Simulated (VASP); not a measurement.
# MgS (P1) in VASP: single point with r2SCAN

Aim: the single point of MgS with r2SCAN.

All numbers are computed with VASP 6.6.1; they aren't measurements. Logs are shortened: lines on timing, memory, paths and dates and some standing lists are left out, and cuts for length are marked.

## 1. The cell of the first run

The typed cell holds 16 atoms: a = 6.526 Å, b = 6.526 Å, c = 6.526 Å, α = 90.00°, β = 90.00°, γ = 90.00°.

## 2. Single point, r2SCAN

The input, POSCAR:

```
MgS
1.0
    6.5256348140      0.0000000000      0.0000000000
    0.0000000000      6.5256348140      0.0000000000
    0.0000000000      0.0000000000      6.5256348140
Mg S
8 8
Direct
    0.0032796809      0.0083815600     -0.0063285797
    0.0071576178     -0.0170696037      0.5080017645
   -0.0097296281      0.4986687261     -0.0094495021
    0.0098673925      0.5134148777      0.5044704606
    0.4942628713     -0.0113408124      0.0163081452
    0.5004464842      0.0158698737      0.5165826921
    0.4865376458      0.4883667399     -0.0074086279
    0.4984069892      0.4839144528      0.4830273360
    0.2491863315      0.2538716994      0.2585356135
    0.2546212050      0.2579189685      0.7420452014
    0.2545491814      0.7599050730      0.2468043410
    0.2276147903      0.7542863093      0.7410200138
    0.7598063853      0.2436224284      0.2413757504
    0.7487905988      0.2517709076      0.7528547245
    0.7464429345      0.7457197865      0.2490382999
    0.7663959358      0.7479109909      0.7643811127
```

The input, INCAR.step1:

```
PREC = Accurate ; ENCUT = 520
ISMEAR = -1 ; SIGMA = 0.112
LREAL = Auto ; LASPH = True
NELM = 100 ; NBANDS = 46
GGA = PE ; ALGO = Normal
EDIFF = 1E-4 ; LWAVE = True
LCHARG = False
```

The input, INCAR.step2:

```
PREC = Accurate ; ENCUT = 520
EDIFF = 1E-6 ; ISMEAR = -1
SIGMA = 0.112 ; LREAL = Auto
LASPH = True ; NELM = 100
ALGO = Normal ; ISIF = 2
LWAVE = False ; LCHARG = True
METAGGA = R2SCAN ; LMIXTAU = True
LELF = True ; LVHAR = True
NBANDS = 46 ; ISTART = 1
```

The input, KPOINTS:

```
regular mesh
0
Gamma
  2 2 2
```

Potentials or basis: VASP PAW PBE potentials, release 64 (Mg, S).

Run with:

```
> cat potpaw_PBE.64/Mg/POTCAR potpaw_PBE.64/S/POTCAR > POTCAR
> cp INCAR.step1 INCAR
> mpirun -np 1 vasp_std > vasp.out
> cp INCAR.step2 INCAR
> mpirun -np 1 vasp_std > vasp.out
```

OUTCAR:

```text
PREC = Accurate
   ENCUT = 520
   EDIFF = 1E-6
   ISMEAR = -1
   LREAL = Auto
   LASPH = True
   NELM = 100
   ISIF = 2
   METAGGA = R2SCAN
   ISTART = 1

 ion  position               nearest neighbor table
   1  0.003  0.008  0.994-  13 2.74  16 2.74  12 2.76  14 2.78  10 2.84  11 2.84   9 2.85  15 2.92
                             2 3.17   3 3.20   5 3.21   3 3.33   5 3.33   2 3.36
   2  0.007  0.983  0.508-  12 2.57  16 2.76  11 2.76  15 2.85  10 2.86   9 2.88  14 2.91  13 2.92
                             4 3.06   1 3.17   6 3.23   6 3.31   1 3.36   4 3.46
   3  0.990  0.499  0.991-  16 2.64  14 2.74  13 2.78  12 2.80  15 2.82  10 2.84   9 2.91  11 2.95
                             4 3.18   1 3.20   7 3.24   7 3.29   1 3.33   4 3.36
   4  0.010  0.513  0.504-  12 2.62  10 2.78  16 2.78   9 2.81  11 2.82  15 2.83  14 2.91  13 2.95
                             2 3.06   3 3.18   8 3.20   8 3.35   3 3.36   2 3.46
   5  0.494  0.989  0.016-  11 2.63  15 2.74  13 2.82   9 2.84  16 2.89  12 2.93  14 2.94  10 2.96
                             1 3.21   7 3.26   6 3.27   7 3.27   6 3.27   1 3.33
   6  0.500  0.016  0.517-  10 2.69  14 2.72   9 2.82  12 2.87  13 2.88  11 2.91  16 2.95  15 2.96
                             8 3.06   2 3.23   5 3.27   5 3.27   2 3.31   8 3.48
   7  0.487  0.488  0.993-  10 2.69   9 2.78  14 2.79  11 2.86  13 2.89  16 2.90  15 2.92  12 2.93
                             8 3.20   3 3.24   5 3.26   5 3.27   3 3.29   8 3.33
   8  0.498  0.484  0.483-   9 2.65  10 2.75  13 2.80  15 2.81  14 2.84  11 2.86  12 3.01   6 3.06
                            16 3.07   4 3.20   7 3.20   7 3.33   4 3.35   6 3.48
   9  0.249  0.254  0.259-   8 2.65   7 2.78   4 2.81   6 2.82   5 2.84   1 2.85   2 2.88   3 2.91
[... 11 lines left out ...]
  15  0.746  0.746  0.249-   5 2.74   8 2.81   3 2.82   4 2.83   2 2.85   7 2.92   1 2.92   6 2.96

  16  0.766  0.748  0.764-   3 2.64   1 2.74   2 2.76   4 2.78   5 2.89   7 2.90   6 2.95   8 3.07

  LATTYP: Found a simple cubic cell.
 ALAT       =     6.5256348140

  Lattice vectors:

 A1 = (   6.5256348140,   0.0000000000,   0.0000000000)
 A2 = (   0.0000000000,   6.5256348140,   0.0000000000)
 A3 = (   0.0000000000,   0.0000000000,   6.5256348140)

Analysis of symmetry for initial positions (statically):
=====================================================================
 Subroutine PRICEL returns:
 Original cell was already a primitive cell.

 Routine SETGRP: Setting up the symmetry group for a
 simple cubic supercell.

 Subroutine GETGRP returns: Found  1 space group operations
 (whereof  1 operations were pure point group operations)
 out of a pool of 48 trial point group operations.

The static configuration has the point symmetry C_1 .

Analysis of symmetry for dynamics (positions and initial velocities):
=====================================================================
 Subroutine PRICEL returns:
[... 132 lines left out ...]
   NUPDOWN=      -1.0000    fix difference up-down
   EMIN   =  10.00;   EMAX   =-10.00  energy-range for DOS
   EFERMI =   0.00;   METHOD = LEGACY
   ISMEAR =    -1;   SIGMA  =   0.11  broadening in eV -4-tet -1-fermi 0-gaus
   EFERMI_NEDOS =   21; number of points for ismear=-14 and -15
   IALGO  =     38    algorithm
   IMIX   =      4    mixing-type and parameters
     AMIX     =   0.40;   BMIX     =  1.00
     AMIX_MAG =   1.60;   BMIX_MAG =  1.00
  volume/ion in A,a.u.               =      17.37       117.20
  Fermi-wavevector in a.u.,A,eV,Ry     =   1.003488  1.896317 13.700898  1.006988
  Thomas-Fermi vector in A             =   2.136043
   LORBIT       =      0    0 simple, 1 ext, 2 COOP (PROOUT), +10 PAW based schemes
   METAGGA = R2SCAN    functional components
   LHFCALC =     F    Hartree Fock is set to
   AEXX    =    0.0000 exact exchange contribution
   IVDW    =     0    specifies the selected vdW correction
   LEPSILON=     F    determine dielectric tensor
   LRPA    =     F    only Hartree local field effects (RPA)
 non-spin polarized calculation
  energy-cutoff  :      520.00
  volume of cell :      277.89
 maximum number of plane-waves:      7568
 NGX is ok and might be reduce to    50
   NGX = 25   NGY = 25   NGZ = 25

 number of electron      64.0000000 magnetization

 Free energy of the ion-electron system (eV)
  ---------------------------------------------------
  ext. energy  EPLUGINS =         0.00000000
  ---------------------------------------------------
  free energy    TOTEN  =      -111.96358282 eV

  energy without entropy =     -111.84223328  energy(sigma->0) =     -111.90290805

 E-fermi :   5.5328     XC(G=0): -10.2435

 val. band max:        5.4801645534   @ k =   0.0000   0.0000   0.0000
 cond. band min:       5.5759319192   @ k =   0.0000   0.0000   0.0000
 fundamental gap:      0.0957673658
 Fermi energy:         5.5328176855

 k-point     1 :       0.0000    0.0000    0.0000
  band No.  band energies     occupation
      1      -9.3300      2.00000
      2      -8.1464      2.00000
      3      -8.0944      2.00000
      4      -8.0765      2.00000
      5      -7.1035      2.00000
      6      -7.0664      2.00000
[... 365 lines left out ...]
     43      10.8856      0.00000
     44      10.9150      0.00000
 [bands above 44 left out]

------------------------ aborting loop because EDIFF is reached ----------------------------------------

  FORCE on cell =-STRESS in cart. coord.  units (eV):
  Direction    XX          YY          ZZ          XY          YZ          ZX
  --------------------------------------------------------------------------------------
  -------------------------------------------------------------------------------------
  Total        1.0550491      0.2725169      0.7471123      0.0256930     -0.0382823      0.2675243
  in kB        6.0829602      1.5712156      4.3075286      0.1481345     -0.2207193      1.5424302
  external PRESSURE =       3.9872348 kB  Pullay stress =       0.0000000 kB

 VOLUME and BASIS-vectors are now :
 -----------------------------------------------------------------------------
  energy-cutoff  :      520.00
  volume of cell :      277.89
      direct lattice vectors                 reciprocal lattice vectors
     6.525634814  0.000000000  0.000000000     0.153241796  0.000000000  0.000000000
     0.000000000  6.525634814  0.000000000     0.000000000  0.153241796  0.000000000
     0.000000000  0.000000000  6.525634814     0.000000000  0.000000000  0.153241796

 POSITION                                       TOTAL-FORCE (eV/Angst)
 -----------------------------------------------------------------------------------
      0.02140      0.05469      6.48434        -0.241784     -0.208557      0.167092
      0.04671      6.41424      3.31503        -0.257914      0.314915     -0.318520
      6.46214      3.25413      6.46397        -0.212653      0.187408      0.235125
      0.06439      3.35036      3.29199        -0.250620     -0.310720     -0.212168
      3.22538      6.45163      0.10642         0.355721      0.015081      0.181852
      3.26573      0.10356      3.37103         0.107042     -0.332018     -0.122506
[... 8 lines left out ...]
      4.87101      4.86630      1.62513        -0.366932     -0.616348      1.059572
      5.00122      4.88059      4.98807        -0.605401      0.221751      0.363301
 -----------------------------------------------------------------------------------
    total drift:                                0.001494     -0.003146     -0.004786

  FREE ENERGIE OF THE ION-ELECTRON SYSTEM (eV)
  ---------------------------------------------------
  free  energy   TOTEN  =      -111.9635828249 eV

  energy  without entropy=     -111.8422332752  energy(sigma->0) =     -111.90290805
```

Wall time 7.1 min (1 thread of Intel Xeon Platinum 8259CL at 2.50GHz (Skylake/Cascade Lake), shared host); peak memory 0.39 GiB.

What came out:

| Property | Result |
| --- | --- |
| Free energy | -111.9636 eV |
| Pressure | 0.4 GPa |
| Largest force | 1.280 eV/Å |
| Band gap on the k mesh | 0.10 eV, direct |

Forces in eV/Å, atoms in the order of the input:
```
Mg  -0.242 -0.209  0.167
Mg  -0.258  0.315 -0.319
Mg  -0.213  0.187  0.235
Mg  -0.251 -0.311 -0.212
Mg   0.356  0.015  0.182
Mg   0.107 -0.332 -0.123
Mg   0.225 -0.036  0.018
Mg   0.242  0.319 -0.094
S    0.290  0.466  0.186
S    0.291  0.045  0.643
S    0.143  0.268 -0.736
S    0.539  0.128 -0.346
S    0.151 -0.435 -0.372
S   -0.409 -0.027 -0.653
S   -0.367 -0.616  1.060
S   -0.605  0.222  0.363
```

Stress tensor (GPa, compression positive):
```
 0.61  0.01  0.15
 0.01  0.16 -0.02
 0.15 -0.02  0.43
```

Levels at points of the mesh, in eV from the valence-band top:
```
           k point  band 29  band 30  band 31  band 32  band 33  band 34  band 35  band 36
(0.00, 0.00, 0.00)    -0.72    -0.24    -0.11     0.00     0.10     0.15     0.25     1.44
(0.50, 0.00, 0.00)    -0.59    -0.55    -0.36    -0.32     0.55     0.84     2.41     2.43
(0.00, 0.50, 0.00)    -0.53    -0.43    -0.36    -0.30     0.66     0.91     2.35     2.43
(0.00, 0.00, 0.50)    -0.50    -0.45    -0.41    -0.34     0.72     0.83     2.41     2.44
(0.50, 0.50, 0.00)    -1.00    -0.97    -0.76    -0.68     2.64     2.69     2.80     2.96
(0.00, 0.50, 0.50)    -0.96    -0.83    -0.79    -0.73     2.60     2.72     2.79     2.86
(0.50, 0.00, 0.50)    -1.14    -0.88    -0.83    -0.65     2.55     2.77     2.86     3.06
(0.50, 0.50, 0.50)    -3.20    -3.17    -3.08    -2.89     4.04     4.09     4.26     4.30
```

Caveat: the k points lie up to 0.48 Å⁻¹ apart; the PAW data sets were made with another functional, which shifts forces and pressure a little.
